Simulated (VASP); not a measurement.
# SbC (Fm-3m) in VASP: relaxation of cell and atoms with PBE

Aim: the relaxation of cell and atoms of SbC with PBE.

Everything below comes from runs of VASP 6.6.1. Logs are shortened: lines on timing, memory, paths and dates and some standing lists are left out, and cuts for length are marked.

### Step 1. The cell of the first run

The structure is cubic, space group Fm-3m (No. 225). Conventional cell: a = 4.895 Å, b = 4.895 Å, c = 4.895 Å, α = 90.00°, β = 90.00°, γ = 90.00°. Within 3.2 Å of Sb (site symmetry m-3m) lie 6 C at 2.45 Å. C (site symmetry m-3m) has 6 Sb at 2.45 Å within 3.2 Å.

The cell was generated, and may not be a known phase.

### Step 2. Relaxation of cell and atoms, PBE

Input file INCAR:

```
  PREC = Accurate
  ENCUT = 600
  EDIFF = 1E-7
  ISMEAR = 0
  SIGMA = 0.1
  LREAL = False
  LASPH = True
  NELM = 80
  ALGO = Normal
  ISIF = 3
  LWAVE = False
  LCHARG = False
  GGA = PE
  IBRION = 2
  NSW = 100
  EDIFFG = -0.01
```

Input file KPOINTS:

```
regular mesh
0
Gamma
  20 20 20
```

Input file POSCAR:

```
SbC
1.0
    0.0000000000      2.4476351767      2.4476351767
    2.4476351767      0.0000000000      2.4476351767
    2.4476351767      2.4476351767      0.0000000000
Sb C
1 1
Direct
    0.0000000000      0.0000000000      0.0000000000
    0.5000000000      0.5000000000      0.5000000000
```

Potentials or basis: VASP PAW PBE potentials, release 64 (Sb, C).

Started as:

```console
cat potpaw_PBE.64/Sb/POTCAR potpaw_PBE.64/C/POTCAR > POTCAR
mpirun -np 1 vasp_std > vasp.out
```

OUTCAR:

```text
PREC = Accurate
   ENCUT = 600
   EDIFF = 1E-7
   ISMEAR = 0
   LREAL = False
   LASPH = True
   NELM = 80
   ISIF = 3
   GGA = PE
   IBRION = 2
   NSW = 100
   EDIFFG = -0.01

 ion  position               nearest neighbor table
   1  0.000  0.000  0.000-   2 2.45   2 2.45   2 2.45   2 2.45   2 2.45   2 2.45
   2  0.500  0.500  0.500-   1 2.45   1 2.45   1 2.45   1 2.45   1 2.45   1 2.45

  LATTYP: Found a face centered cubic cell.
 ALAT       =     4.8952703534

  Lattice vectors:

 A1 = (   0.0000000000,   2.4476351767,   2.4476351767)
 A2 = (   2.4476351767,   0.0000000000,   2.4476351767)
 A3 = (   2.4476351767,   2.4476351767,   0.0000000000)

Analysis of symmetry for initial positions (statically):
=====================================================================
 Subroutine PRICEL returns:
 Original cell was already a primitive cell.

 Routine SETGRP: Setting up the symmetry group for a
 face centered cubic supercell.

 Subroutine GETGRP returns: Found 48 space group operations
 (whereof 48 operations were pure point group operations)
 out of a pool of 48 trial point group operations.

The static configuration has the point symmetry O_h .

Analysis of symmetry for dynamics (positions and initial velocities):
=====================================================================
 Subroutine PRICEL returns:
 Original cell was already a primitive cell.

 Routine SETGRP: Setting up the symmetry group for a
 face centered cubic supercell.

 Subroutine GETGRP returns: Found 48 space group operations
 (whereof 48 operations were pure point group operations)
 out of a pool of 48 trial point group operations.

The dynamic configuration has the point symmetry O_h .

 Subroutine INISYM returns: Found 48 space group operations
 (whereof 48 operations are pure point group operations),
 and found     1 'primitive' translations

----------------------------------------------------------------------------------------

                                     Primitive cell

  volume of cell :      29.3272

  direct lattice vectors                    reciprocal lattice vectors
     0.000000000  2.447635177  2.447635177    -0.204278810  0.204278810  0.204278810
     2.447635177  0.000000000  2.447635177     0.204278810 -0.204278810  0.204278810
     2.447635177  2.447635177  0.000000000     0.204278810  0.204278810 -0.204278810

  length of vectors
     3.461478863  3.461478863  3.461478863     0.353821277  0.353821277  0.353821277
[... 91 lines left out ...]
   PSTRESS=    0.0 pullay stress
   NELECT =       9.0000    total number of electrons
   NUPDOWN=      -1.0000    fix difference up-down
   EMIN   =  10.00;   EMAX   =-10.00  energy-range for DOS
   EFERMI =   0.00;   METHOD = LEGACY
   ISMEAR =     0;   SIGMA  =   0.10  broadening in eV -4-tet -1-fermi 0-gaus
   EFERMI_NEDOS =   21; number of points for ismear=-14 and -15
   IALGO  =     38    algorithm
   IMIX   =      4    mixing-type and parameters
     AMIX     =   0.40;   BMIX     =  1.00
     AMIX_MAG =   1.60;   BMIX_MAG =  1.00
  volume/ion in A,a.u.               =      14.66        98.95
  Fermi-wavevector in a.u.,A,eV,Ry     =   1.104246  2.086721 16.590375  1.219358
  Thomas-Fermi vector in A             =   2.240716
   LORBIT       =      0    0 simple, 1 ext, 2 COOP (PROOUT), +10 PAW based schemes
   GGA     = PE    functional components
   LHFCALC =     F    Hartree Fock is set to
   AEXX    =    0.0000 exact exchange contribution
   IVDW    =     0    specifies the selected vdW correction
   LEPSILON=     F    determine dielectric tensor
   LRPA    =     F    only Hartree local field effects (RPA)
 conjugate gradient relaxation of ions
 non-spin polarized calculation
 Gauss-broadening in eV      SIGMA  =   0.10
  energy-cutoff  :      600.00
  volume of cell :       29.33
 maximum number of plane-waves:       992
   NGX = 13   NGY = 13   NGZ = 13

--------------------------------------- Ionic step        1  -------------------------------------------

 number of electron       9.0000000 magnetization

 Free energy of the ion-electron system (eV)
  ---------------------------------------------------
  ext. energy  EPLUGINS =         0.00000000
  ---------------------------------------------------
  free energy    TOTEN  =       -10.41906168 eV

  energy without entropy =      -10.41682736  energy(sigma->0) =      -10.41794452

------------------------ aborting loop because EDIFF is reached ----------------------------------------

  FORCE on cell =-STRESS in cart. coord.  units (eV):
  Direction    XX          YY          ZZ          XY          YZ          ZX
  --------------------------------------------------------------------------------------
  -------------------------------------------------------------------------------------
  Total       -0.0845713     -0.0845713     -0.0845713      0.0000000     -0.0000000      0.0000000
  in kB       -4.6202282     -4.6202282     -4.6202282      0.0000000     -0.0000000      0.0000000
  external PRESSURE =      -4.6202282 kB  Pullay stress =       0.0000000 kB
[... 59 lines left out ...]
--------------------------------------- Ionic step        3  -------------------------------------------

 number of electron       9.0000000 magnetization

 Free energy of the ion-electron system (eV)
  ---------------------------------------------------
  ext. energy  EPLUGINS =         0.00000000
  ---------------------------------------------------
  free energy    TOTEN  =       -10.41921304 eV

  energy without entropy =      -10.41698494  energy(sigma->0) =      -10.41809899

 E-fermi :  10.4070     XC(G=0): -11.4075

 val. band max:       10.4064898352   @ k =  -0.3000   0.5000   0.2000
 cond. band min:      10.4421179776   @ k =  -0.3000   0.3500   0.1000
 fundamental gap:      0.0356281424
 Fermi energy:        10.4069574134

 k-point     1 :       0.0000    0.0000    0.0000
  band No.  band energies     occupation
      1      -5.5365      2.00000
      2       8.6524      2.00000
      3       8.6872      2.00000
      4       8.6872      2.00000
      5       8.6872      2.00000
      6      17.0600      0.00000
      7      17.0600      0.00000
      8      17.0600      0.00000
[... 243 lines left out ...]
 k-point    24 :      -0.3500    0.0500    0.0000
  band No.  band energies     occupation
      1      -3.1275      2.00000
      2       1.4003      2.00000
      3       8.4256      2.00000
      4       9.2998      2.00000
      5      11.5754      0.00000
      6      12.5715      0.00000
      7      12.6249      0.00000
      8      14.4135      0.00000

 [... further k-points ...]
[... 5 lines left out ...]
  --------------------------------------------------------------------------------------
  -------------------------------------------------------------------------------------
  Total        0.0017878      0.0017878      0.0017878      0.0000000      0.0000000      0.0000000
  in kB        0.0980185      0.0980185      0.0980185      0.0000000      0.0000000      0.0000000
  external PRESSURE =       0.0980185 kB  Pullay stress =       0.0000000 kB
[... 17 lines left out ...]
  FREE ENERGIE OF THE ION-ELECTRON SYSTEM (eV)
  ---------------------------------------------------
  free  energy   TOTEN  =       -10.4192130387 eV

  energy  without entropy=      -10.4169849386  energy(sigma->0) =      -10.41809899

 reached required accuracy - stopping structural energy minimisation
```

OSZICAR:

```text
N       E                     dE             d eps       ncg     rms          rms(c)
DAV:   1     0.282497834297E+02    0.28250E+02   -0.39521E+03  4112   0.972E+02
DAV:   2    -0.104278667451E+02   -0.38678E+02   -0.37982E+02  6792   0.141E+02
DAV:   3    -0.115155457568E+02   -0.10877E+01   -0.10833E+01  4784   0.293E+01
DAV:   4    -0.115228940214E+02   -0.73483E-02   -0.73475E-02  6048   0.264E+00
[... 20 lines left out ...]
DAV:   1    -0.104192680988E+02   -0.13863E-03   -0.24645E-03  5760   0.409E-01    0.495E-02
DAV:   2    -0.104192301616E+02    0.37937E-04   -0.71463E-05  4968   0.600E-02    0.224E-02
DAV:   3    -0.104192160014E+02    0.14160E-04   -0.10501E-05  5672   0.246E-02    0.667E-03
DAV:   4    -0.104192131143E+02    0.28870E-05   -0.29736E-06  5968   0.117E-02    0.338E-03
DAV:   5    -0.104192130387E+02    0.75601E-07   -0.45021E-08  2640   0.179E-03
   3 F= -.10419213E+02 E0= -.10418099E+02  d E =-.151360E-03
```

Wall time 58 s (1 thread of AMD EPYC 9R45 (Zen 5), shared host); peak memory 0.21 GiB.

Results:

```yaml
Free_energy: -10.4192 eV
Relaxed_volume: 14.61 Å³/atom
Relaxed_cell: a = 3.457 Å, b = 3.457 Å, c = 3.457 Å, α = 60.00°, β = 60.00°, γ = 60.00°
Space_group_after_relaxing_to_0.1_Å: Fm-3m (No. 225)
Energy_gained_by_relaxing: 0.1 meV/atom
Ionic_steps: 3
Pressure_after_relaxing: 0.0 GPa
Band_gap_on_the_k_mesh: zero (an odd number of electrons rules out a gap without spin polarisation)
```

The path:
```tsv
step	energy change (eV)	largest force (eV/Å)	pressure (GPa)	volume (Å³)
1	0.0000	0.0000	-0.46	29.33
2	-0.0001	0.0000	0.36	29.15
3	-0.0002	0.0000	0.01	29.22
```

Final structure:
```xyz
2
Lattice="0.0000 2.4447 2.4447 2.4447 0.0000 2.4447 2.4447 2.4447 0.0000" Properties=species:S:1:pos:R:3 pbc="T T T"
Sb    0.0000    0.0000    0.0000
C     2.4447    2.4447    2.4447
```

Caveat: spin-orbit coupling is left out, which moves the levels of the heavy elements; an odd number of electrons without spin polarisation forces a metal; a magnetic or distorted state may lie lower.

The gap in the log of VASP goes by the Fermi energy; the results here count the filled bands.